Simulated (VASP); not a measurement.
Write the native input for VASP 6.6.1 that does the following.

- Task: single point
- Functional: PBEsol
- Potentials or basis: VASP PAW PBE potentials, release 64 (Cu)
- Cutoff: 520 eV
- k mesh: 11 × 11 × 11
- Occupations: fermi-dirac, width 0.05 eV
- Spin: no spin polarisation
- Dipole correction: no
- Further INCAR settings: ALGO = Normal; EDIFF = 1e-07; NBANDS = 18

The structure of Cu lies in POSCAR:

```
Cu
1.0
    1.2423612020     -4.0543660062      0.0000000000
    1.2423612020      4.0543660062      0.0000000000
    0.0000000000      0.0000000000      2.5240469776
Cu
2
Direct
    0.8661333500      0.1338666500      0.7500000000
    0.1338666500      0.8661333500      0.2500000000
```

One way to write it, as run:

INCAR

```
PREC     = Accurate       # precision mode
ENCUT    = 520            # plane-wave cutoff, eV
EDIFF    = 1E-7           # SCF threshold, eV
ISMEAR   = -1             # smearing method
SIGMA    = 0.05           # smearing width, eV
LREAL    = F              # projectors in reciprocal space
LASPH    = T              # aspherical terms in the spheres
NELM     = 60             # most SCF steps
ALGO     = Normal         # electronic algorithm
ISIF     = 2              # what is computed and relaxed
LWAVE    = F              # write WAVECAR
LCHARG   = F              # write CHGCAR
GGA      = PS             # functional
NBANDS   = 18             # bands
```

KPOINTS

```
Automatic mesh
0
Gamma
  11 11 11
```

Potentials or basis: VASP PAW PBE potentials, release 64 (Cu).

The run is started by

```sh
$ cat potpaw_PBE.64/Cu/POTCAR > POTCAR
$ mpirun -np 1 vasp_std > vasp.out
```

Results of the run:

```json
{
 "Pressure": "-8.2 GPa",
 "Largest force": "0.069 eV/Å",
 "Band gap on the k mesh": "zero (bands 11 and 12 overlap by 5.26 eV)"
}
```

Caveat: the cell stands under tension; the PAW data sets were made with another functional, which shifts forces and pressure a little.

It took 91 s on 1 thread of Intel Xeon 8259CL, on a shared host, peak memory 0.22 GiB.
